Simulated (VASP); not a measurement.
Crystal: Sb.

```
CELL_PARAMETERS angstrom
4.61650 0.00000 0.00000
0.00000 4.50781 0.00000
-1.34642 0.00000 6.48917
ATOMIC_POSITIONS crystal
Sb 0.33993 0.25000 0.68367
Sb 0.93664 0.75000 0.76276
Sb 0.06336 0.25000 0.23724
Sb 0.66007 0.75000 0.31633
```

This cell differs from its parent crystal: volume scaled by 1.06.

Base run:

| Item | Value |
| --- | --- |
| Program | VASP 6.6.1 |
| Functional | PBEsol |
| Potentials or basis | VASP PAW PBE potentials, release 64 (Sb) |
| Cutoff | 520 eV |
| k mesh | 6 × 6 × 4 |
| Occupations | fermi-dirac, width 0.05 eV |
| Spin | no spin polarisation |

Its results: band gap on the k mesh zero (band 10 reaches 5.75 eV, above the bottom of band 11 at 5.39 eV); pressure -4.5 GPa; largest force 0.414 eV/Å.

Problem. The run is repeated on the same cell with these changes: functional from PBEsol to r2SCAN. What comes out?

Solution. Band gap on the k mesh zero (band 10 reaches 5.86 eV, above the bottom of band 11 at 5.43 eV); pressure -3.2 GPa; largest force 0.634 eV/Å.

Caveats: the PAW data sets were made with another functional, which shifts forces and pressure a little; spin-orbit coupling is left out, which moves the levels of the heavy elements.
